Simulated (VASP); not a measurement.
# AlCo (m.b) (Pm-3m) in VASP: further runs

The runs below take AlCo (m.b) through single point, relaxation of cell and atoms, with PBE.

Program: VASP 6.6.1. These are calculated values, not measurements. Logs are shortened: lines on timing, memory, paths and dates and some standing lists are left out, and cuts for length are marked.

### 1 The cell of the first run

It takes space group Pm-3m (No. 221, cubic). The conventional cell has a = 2.820 Å, b = 2.820 Å, c = 2.820 Å, α = 90.00°, β = 90.00°, γ = 90.00°. Co (site symmetry m-3m) has 8 Al at 2.44 Å and 6 Co at 2.82 Å within 3.2 Å. Al (site symmetry m-3m) has 8 Co at 2.44 Å and 6 Al at 2.82 Å within 3.2 Å.

### 2 Single point, PBE

The input, INCAR:

```
SYSTEM = AlCo
  PREC = Accurate
  ENCUT = 600
  EDIFF = 1E-6
  ISMEAR = 0
  SIGMA = 0.1
  LREAL = .FALSE.
  LASPH = .TRUE.
  NELM = 120
  ALGO = Normal
  ISIF = 2
  LWAVE = .FALSE.
  LCHARG = .FALSE.
  GGA = PE
  NBANDS = 13
  GGA_COMPAT = .FALSE.
```

The input, KPOINTS:

```
Automatic mesh
0
G
  6 6 6
  0 0 0
```

The input, POSCAR:

```
AlCo
1.0
    2.8200000000      0.0000000000      0.0000000000
    0.0000000000      2.8200000000      0.0000000000
    0.0000000000      0.0000000000      2.8200000000
Co Al
1 1
Direct
    0.0000000000      0.0000000000      0.0000000000
    0.5000000000      0.5000000000      0.5000000000
```

Potentials or basis: VASP PAW PBE potentials, release 64 (Co, Al).

The run is started by

```sh
$ cat potpaw_PBE.64/Co/POTCAR potpaw_PBE.64/Al/POTCAR > POTCAR
$ mpirun -np 1 vasp_std > vasp.out
```

OUTCAR:

```text
SYSTEM = AlCo
   PREC = Accurate
   ENCUT = 600
   EDIFF = 1E-6
   ISMEAR = 0
   LREAL = .FALSE.
   LASPH = .TRUE.
   NELM = 120
   ISIF = 2
   GGA = PE

 ion  position               nearest neighbor table
   1  0.000  0.000  0.000-   2 2.44   2 2.44   2 2.44   2 2.44   2 2.44   2 2.44   2 2.44   2 2.44

   2  0.500  0.500  0.500-   1 2.44   1 2.44   1 2.44   1 2.44   1 2.44   1 2.44   1 2.44   1 2.44

  LATTYP: Found a simple cubic cell.
 ALAT       =     2.8200000000

  Lattice vectors:

 A1 = (   2.8200000000,   0.0000000000,   0.0000000000)
 A2 = (   0.0000000000,   2.8200000000,   0.0000000000)
 A3 = (   0.0000000000,   0.0000000000,   2.8200000000)

Analysis of symmetry for initial positions (statically):
=====================================================================
 Subroutine PRICEL returns:
 Original cell was already a primitive cell.

 Routine SETGRP: Setting up the symmetry group for a
 simple cubic supercell.

 Subroutine GETGRP returns: Found 48 space group operations
 (whereof 48 operations were pure point group operations)
 out of a pool of 48 trial point group operations.

The static configuration has the point symmetry O_h .

Analysis of symmetry for dynamics (positions and initial velocities):
=====================================================================
 Subroutine PRICEL returns:
 Original cell was already a primitive cell.

 Routine SETGRP: Setting up the symmetry group for a
 simple cubic supercell.

 Subroutine GETGRP returns: Found 48 space group operations
 (whereof 48 operations were pure point group operations)
 out of a pool of 48 trial point group operations.

The dynamic configuration has the point symmetry O_h .

 Subroutine INISYM returns: Found 48 space group operations
 (whereof 48 operations are pure point group operations),
 and found     1 'primitive' translations

----------------------------------------------------------------------------------------

                                     Primitive cell

  volume of cell :      22.4258

  direct lattice vectors                    reciprocal lattice vectors
     2.820000000  0.000000000  0.000000000     0.354609929  0.000000000  0.000000000
     0.000000000  2.820000000  0.000000000     0.000000000  0.354609929  0.000000000
     0.000000000  0.000000000  2.820000000     0.000000000  0.000000000  0.354609929

  length of vectors
     2.820000000  2.820000000  2.820000000     0.354609929  0.354609929  0.354609929

  position of ions in fractional coordinates (direct lattice)
     0.000000000  0.000000000  0.000000000
     0.500000000  0.500000000  0.500000000

  ion indices of the primitive-cell ions
   primitive index   ion index
                 1           1
                 2           2

----------------------------------------------------------------------------------------

 KPOINTS: Automatic mesh

Automatic generation of k-mesh.
 Grid dimensions read from file:
 generate k-points for:    6    6    6

 Generating k-lattice:

  Cartesian coordinates                     Fractional coordinates (reciprocal lattice)
     0.059101655  0.000000000  0.000000000     0.166666667  0.000000000  0.000000000
     0.000000000  0.059101655  0.000000000     0.000000000  0.166666667  0.000000000
     0.000000000  0.000000000  0.059101655     0.000000000  0.000000000  0.166666667

  Length of vectors
     0.059101655  0.059101655  0.059101655

  Shift w.r.t. Gamma in fractional coordinates (k-lattice)
     0.000000000  0.000000000  0.000000000

 Subroutine IBZKPT returns following result:
 ===========================================

 Found     20 irreducible k-points:

 Following reciprocal coordinates:
            Coordinates               Weight
  0.000000  0.000000  0.000000      1.000000
  0.166667  0.000000  0.000000      6.000000
  0.333333  0.000000  0.000000      6.000000
  0.500000  0.000000  0.000000      3.000000
  0.166667  0.166667  0.000000     12.000000
  0.333333  0.166667  0.000000     24.000000
[... 12 lines left out ...]
  0.500000  0.500000  0.333333      6.000000
  0.500000  0.500000  0.500000      1.000000
   k-points           NKPTS =     20   k-points in BZ     NKDIM =     20   number of bands    NBANDS=     13
   number of dos      NEDOS =    301   number of ions     NIONS =      2
   total plane-waves  NPLWV =  13824
   dimension x,y,z NGX =    24 NGY =   24 NGZ =   24
   dimension x,y,z NGXF=    48 NGYF=   48 NGZF=   48
   ions per type =               1   1
   NGX,Y,Z   is equivalent  to a cutoff of  14.15, 14.15, 14.15 a.u.
   NGXF,Y,Z  is equivalent  to a cutoff of  28.30, 28.30, 28.30 a.u.
 SYSTEM =  AlCo
   PREC   = accura    normal or accurate (medium, high low for compatibility)
   ISTART =      0    job   : 0-new  1-cont  2-samecut
   ICHARG =      2    charge: 1-file 2-atom 10-const
   ISPIN  =      1    spin polarized calculation?
   LNONCOLLINEAR =      F non collinear calculations
   LSORBIT =      F    spin-orbit coupling
   LASPH  =      T    aspherical Exc in radial PAW
   ENCUT  =  600.0 eV  44.10 Ry    6.64 a.u.   5.63  5.63  5.63*2*pi/ulx,y,z
   NELM   =    120;   NELMIN=  2; NELMDL= -5     # of ELM steps
   EDIFF  = 0.1E-05   stopping-criterion for ELM
   LREAL  =      F    real-space projection
   EDIFFG = 0.1E-04   stopping-criterion for IOM
   NSW    =      0    number of steps for IOM
   IBRION =     -1    ionic relax: 0-MD 1-quasi-New 2-CG
   NFREE  =      0    steps in history (QN), initial steepest desc. (CG)
   ISIF   =      2    stress and relaxation
   ISYM   =      2    0-nonsym 1-usesym 2-fastsym
   POTIM  = 0.5000    time-step for ionic-motion
   TEBEG  =    0.0;   TEEND  =   0.0 temperature during run
   PSTRESS=    0.0 pullay stress
   NELECT =      12.0000    total number of electrons
   NUPDOWN=      -1.0000    fix difference up-down
   EMIN   =  10.00;   EMAX   =-10.00  energy-range for DOS
   EFERMI =   0.00;   METHOD = LEGACY
   ISMEAR =     0;   SIGMA  =   0.10  broadening in eV -4-tet -1-fermi 0-gaus
   EFERMI_NEDOS =   21; number of points for ismear=-14 and -15
   IALGO  =     38    algorithm
   IMIX   =      4    mixing-type and parameters
     AMIX     =   0.40;   BMIX     =  1.00
     AMIX_MAG =   1.60;   BMIX_MAG =  1.00
  volume/ion in A,a.u.               =      11.21        75.67
  Fermi-wavevector in a.u.,A,eV,Ry     =   1.329085  2.511607 24.034247  1.766467
  Thomas-Fermi vector in A             =   2.458274
   LORBIT       =      0    0 simple, 1 ext, 2 COOP (PROOUT), +10 PAW based schemes
   GGA     = PE    functional components
   LHFCALC =     F    Hartree Fock is set to
   AEXX    =    0.0000 exact exchange contribution
   IVDW    =     0    specifies the selected vdW correction
   LEPSILON=     F    determine dielectric tensor
   LRPA    =     F    only Hartree local field effects (RPA)
 non-spin polarized calculation
 Gauss-broadening in eV      SIGMA  =   0.10
  energy-cutoff  :      600.00
  volume of cell :       22.43
 maximum number of plane-waves:       768
 NGX is ok and might be reduce to    24
   NGX = 11   NGY = 11   NGZ = 11

 number of electron      11.9999996 magnetization

 Free energy of the ion-electron system (eV)
  ---------------------------------------------------
  ext. energy  EPLUGINS =         0.00000000
  ---------------------------------------------------
  free energy    TOTEN  =       -11.97070816 eV

  energy without entropy =      -11.96483155  energy(sigma->0) =      -11.96776986

 E-fermi :  11.0858     XC(G=0): -12.4190

 val. band max:       11.0578264203   @ k =   0.5000   0.3333   0.0000
 cond. band min:      11.1992017916   @ k =   0.5000   0.3333   0.1667
 fundamental gap:      0.1413753713
 Fermi energy:        11.0858109680

 k-point     1 :       0.0000    0.0000    0.0000
  band No.  band energies     occupation
      1      -0.2850      2.00000
      2       7.9212      2.00000
      3       7.9212      2.00000
      4      10.1511      2.00000
      5      10.1511      2.00000
      6      10.1511      2.00000
      7      17.1352      0.00000
      8      17.1352      0.00000
      9      17.1352      0.00000
     10      19.8795      0.00000
     11      19.8795      0.00000
     12      26.7909      0.00000
     13      33.0234      0.00000

 k-point     2 :       0.1667    0.0000    0.0000
  band No.  band energies     occupation
      1       0.2503      2.00000
      2       7.8141      2.00000
      3       8.0664      2.00000
      4       9.8882      2.00000
      5       9.8882      2.00000
      6      10.1802      2.00000
      7      14.1255      0.00000
      8      17.8567      0.00000
      9      17.8567      0.00000
     10      19.7923      0.00000
     11      22.5008      0.00000
     12      28.5558      0.00000
     13      29.5811      0.00000

 k-point     3 :       0.3333    0.0000    0.0000
  band No.  band energies     occupation
      1       1.8011      2.00000
      2       6.6760      2.00000
      3       8.3767      2.00000
      4       9.4369      2.00000
      5       9.4369      2.00000
      6      10.2391      2.00000
      7      11.6930      0.00000
      8      19.5770      0.00000
      9      19.7004      0.00000
     10      19.7004      0.00000
     11      24.6973      0.00000
     12      25.7348      0.00000
     13      25.7348      0.00000

 k-point     4 :       0.5000    0.0000    0.0000
  band No.  band energies     occupation
      1       4.1074      2.00000
      2       4.2220      2.00000
      3       8.5435      2.00000
      4       9.2382      2.00000
      5       9.2382      2.00000
      6      10.2688      2.00000
      7      11.2272      0.04552
      8      19.4438      0.00000
      9      21.7989      0.00000
     10      21.7989      0.00000
     11      22.9967      0.00000
     12      22.9967      0.00000
     13      26.3376      0.00000

 k-point     5 :       0.1667    0.1667    0.0000
  band No.  band energies     occupation
      1       0.7750      2.00000
      2       7.9530      2.00000
      3       8.0345      2.00000
      4       9.5686      2.00000
      5       9.8783      2.00000
      6       9.9763      2.00000
      7      14.1692      0.00000
      8      15.2507      0.00000
      9      18.5550      0.00000
     10      21.0148      0.00000
     11      24.5347      0.00000
     12      26.2536      0.00000
     13      29.6918      0.00000
[... 193 lines left out ...]
 k-point    18 :       0.5000    0.3333    0.3333
  band No.  band energies     occupation
      1       6.0798      2.00000
      2       7.0415      2.00000
      3       7.4387      2.00000
      4       9.7280      2.00000
      5       9.7601      2.00000
      6      11.2977      0.00273
      7      11.4900      0.00000
      8      15.4560      0.00000
      9      16.4778      0.00000
     10      16.7682      0.00000
     11      18.0842      0.00000
     12      20.9748      0.00000
     13      24.6199      0.00000

 k-point    19 :       0.5000    0.5000    0.3333
  band No.  band energies     occupation
      1       6.5486      2.00000
      2       7.1318      2.00000
      3       7.1318      2.00000
      4       9.8090      2.00000
      5      10.8165      1.99986
      6      12.0678      0.00000
      7      12.0678      0.00000
      8      13.5219      0.00000
      9      14.9890      0.00000
     10      18.1027      0.00000
     11      18.5396      0.00000
     12      18.5396      0.00000
     13      22.4320      0.00000

 k-point    20 :       0.5000    0.5000    0.5000
  band No.  band energies     occupation
      1       6.9297      2.00000
      2       6.9297      2.00000
      3       6.9297      2.00000
      4      10.8262      1.99976
      5      10.8262      1.99976
      6      13.3961      0.00000
      7      13.3961      0.00000
      8      13.3961      0.00000
      9      15.4151      0.00000
     10      16.5136      0.00000
     11      16.5136      0.00000
     12      16.5136      0.00000
     13      20.5580      0.00000

------------------------ aborting loop because EDIFF is reached ----------------------------------------

  FORCE on cell =-STRESS in cart. coord.  units (eV):
  Direction    XX          YY          ZZ          XY          YZ          ZX
  --------------------------------------------------------------------------------------
  -------------------------------------------------------------------------------------
  Total        0.9366661      0.9366661      0.9366661      0.0000000      0.0000000     -0.0000000
  in kB       66.9187862     66.9187862     66.9187862      0.0000000      0.0000000     -0.0000000
  external PRESSURE =      66.9187862 kB  Pullay stress =       0.0000000 kB

 VOLUME and BASIS-vectors are now :
 -----------------------------------------------------------------------------
  energy-cutoff  :      600.00
  volume of cell :       22.43
      direct lattice vectors                 reciprocal lattice vectors
     2.820000000  0.000000000  0.000000000     0.354609929  0.000000000  0.000000000
     0.000000000  2.820000000  0.000000000     0.000000000  0.354609929  0.000000000
     0.000000000  0.000000000  2.820000000     0.000000000  0.000000000  0.354609929

 POSITION                                       TOTAL-FORCE (eV/Angst)
 -----------------------------------------------------------------------------------
      0.00000      0.00000      0.00000         0.000000      0.000000      0.000000
      1.41000      1.41000      1.41000         0.000000      0.000000      0.000000
 -----------------------------------------------------------------------------------
    total drift:                                0.000000      0.000000      0.000000

  FREE ENERGIE OF THE ION-ELECTRON SYSTEM (eV)
  ---------------------------------------------------
  free  energy   TOTEN  =       -11.9707081645 eV

  energy  without entropy=      -11.9648315492  energy(sigma->0) =      -11.96776986
```

Wall time 10 s (1 thread of Intel Xeon 8259CL, shared host); peak memory 0.13 GiB.

Results:

| Property | Result |
| --- | --- |
| Free energy | -11.9707 eV |
| Pressure | 6.7 GPa |
| Band gap on the k mesh | zero (band 6 reaches 13.40 eV, above the bottom of band 7 at 10.79 eV) |

Levels at points of the mesh, in eV from the Fermi level:
```tsv
k point	band 4	band 5	band 6	band 7	band 8	band 9
(0.00, 0.00, 0.00)	-0.93	-0.93	-0.93	6.05	6.05	6.05
(0.50, 0.00, 0.00)	-1.85	-1.85	-0.82	0.14	8.36	10.71
(0.50, 0.50, 0.00)	-2.82	-1.64	-1.64	-0.30	2.46	3.58
(0.50, 0.50, 0.50)	-0.26	-0.26	2.31	2.31	2.31	4.33
```

Caveat: the k points lie up to 0.37 Å⁻¹ apart. Spin polarisation is off, so any magnetic state and its effect on volume and gap are missing.

### 3 Single point, PBE

This run uses another cell than the first one, of 11.60 Å³/atom, 1.034 times its volume.

The input, INCAR:

```
SYSTEM = AlCo
ALGO = Normal ; EDIFF = 1E-6
ENCUT = 600 ; GGA = PE
GGA_COMPAT = .False. ; ISIF = 2
ISMEAR = 0 ; LASPH = .True.
LCHARG = .True. ; LELF = .True.
LREAL = .False. ; LVHAR = .True.
LWAVE = .False. ; NBANDS = 13
NELM = 120 ; PREC = Accurate
SIGMA = 0.1
```

The input, KPOINTS:

```
k-points
0
Gamma
  14 14 14
  0 0 0
```

The input, POSCAR:

```
AlCo
1.0
    2.8517130910      0.0000000000      0.0000000000
    0.0000000000      2.8517130910      0.0000000000
    0.0000000000      0.0000000000      2.8517130910
Co Al
1 1
Direct
    0.0000000000      0.0000000000      0.0000000000
    0.5000000000      0.5000000000      0.5000000000
```

Potentials or basis: VASP PAW PBE potentials, release 64 (Co, Al).

The run is started by

```sh
$ cat potpaw_PBE.64/Co/POTCAR potpaw_PBE.64/Al/POTCAR > POTCAR
$ mpirun -np 1 vasp_std > vasp.out
```

Run time: 41 s. Hardware: 1 thread of Intel Xeon 8259CL, shared host; peak memory 0.17 GiB.

The run converged. Its results:

* Free energy: -11.9910 eV
* Pressure: 0.0 GPa
* Band gap on the k mesh: zero (band 6 reaches 12.94 eV, above the bottom of band 7 at 10.31 eV)

Levels at points of the mesh, in eV from the Fermi level:
```tsv
k point	band 2	band 3	band 4	band 5	band 6	band 7	band 8	band 9	band 10	band 11
(0.00, 0.00, 0.00)	-2.96	-2.96	-0.85	-0.85	-0.85	5.94	5.94	5.94	8.71	8.71
(0.50, 0.00, 0.00)	-6.63	-2.38	-1.72	-1.72	-0.74	0.16	8.38	10.59	10.59	11.60
(0.50, 0.50, 0.00)	-3.06	-2.69	-2.69	-1.51	-1.51	-0.25	2.41	3.43	12.71	15.81
(0.50, 0.50, 0.50)	-3.94	-3.94	-0.21	-0.21	2.38	2.38	2.38	4.08	5.30	5.30
```

Spin polarisation is off, so any magnetic state and its effect on volume and gap are missing.

### 4 Relaxation of cell and atoms, PBE

The input, INCAR:

```
SYSTEM = AlCo
  ALGO = Normal
  EDIFF = 1E-7
  EDIFFG = -0.002
  ENCUT = 600
  GGA = PE
  GGA_COMPAT = .FALSE.
  IBRION = 2
  ISIF = 3
  ISMEAR = 0
  LASPH = .TRUE.
  LCHARG = .FALSE.
  LREAL = .FALSE.
  LWAVE = .FALSE.
  NELM = 120
  NELMIN = 4
  NSW = 100
  PREC = Accurate
  SIGMA = 0.1
```

The input, KPOINTS:

```
k-points
0
G
  14 14 14
  0 0 0
```

The input, POSCAR:

```
AlCo
1.0
    2.8200000000      0.0000000000      0.0000000000
    0.0000000000      2.8200000000      0.0000000000
    0.0000000000      0.0000000000      2.8200000000
Co Al
1 1
Direct
    0.0000000000      0.0000000000      0.0000000000
    0.5000000000      0.5000000000      0.5000000000
```

The run is started by

```sh
$ cat potpaw_PBE.64/Co/POTCAR potpaw_PBE.64/Al/POTCAR > POTCAR
$ mpirun -np 1 vasp_std > vasp.out
```

It took 79 s on 1 thread of Intel Xeon 8259CL, shared host; peak memory 0.17 GiB.

Results (log left out):

| Quantity | Value |
| --- | --- |
| Free energy | -11.9908 eV |
| Relaxed volume | 11.59 Å³/atom |
| Relaxed cell | a = 2.851 Å, b = 2.851 Å, c = 2.851 Å, α = 90.00°, β = 90.00°, γ = 90.00° |
| Space group after relaxing (to 0.05 Å) | Pm-3m (No. 221) |
| Energy gained by relaxing | 7.3 meV/atom |
| Ionic steps | 3 |
| Pressure after relaxing | 0.0 GPa |
| Band gap on the k mesh | zero (band 6 reaches 12.94 eV, above the bottom of band 7 at 10.32 eV) |

The path:
```csv
step,energy change (eV),largest force (eV/Å),pressure (GPa),volume (Å³)
1,0.0000,0.0000,6.38,22.43
2,-0.0024,0.0000,-5.18,23.91
3,-0.0145,0.0000,-0.01,23.18
```

Final structure:
```xyz
2
Lattice="2.8514 0.0000 0.0000 0.0000 2.8514 0.0000 0.0000 0.0000 2.8514" Properties=species:S:1:pos:R:3 pbc="T T T"
Co    0.0000    0.0000    0.0000
Al    1.4257    1.4257    1.4257
```

Levels at points of the mesh, in eV from the Fermi level:
```
           k point  band 2  band 3  band 4  band 5  band 6  band 7  band 8  band 9  band 10
(0.00, 0.00, 0.00)   -2.96   -2.96   -0.85   -0.85   -0.85    5.95    5.95    5.95     8.72
(0.50, 0.00, 0.00)   -6.63   -2.38   -1.72   -1.72   -0.74    0.16    8.39   10.59    10.59
(0.50, 0.50, 0.00)   -3.06   -2.69   -2.69   -1.52   -1.52   -0.25    2.41    3.43    12.72
(0.50, 0.50, 0.50)   -3.94   -3.94   -0.22   -0.22    2.38    2.38    2.38    4.08     5.30
```

Spin polarisation is off, so any magnetic state and its effect on volume and gap are missing.

### 5 Overview

```csv
task,cell,k mesh,gap on the mesh (eV),pressure (GPa)
single point,"a = 2.820 Å, 2 atoms",6 × 6 × 6,none,6.7
single point,"a = 2.852 Å, 2 atoms",14 × 14 × 14,none,0.0
relaxation of cell and atoms,"relaxed from a = 2.820 Å, 2 atoms",14 × 14 × 14,none,0.0
```

Alike in all rows: level PBE; potentials or basis VASP PAW PBE potentials, release 64 (Co, Al); no spin polarisation; cutoff (eV) 600; smearing gaussian 0.1 eV.

Caveats: some runs use coarse meshes.

Total energies depend on the potentials used, so only differences within one code and one set of settings carry meaning.
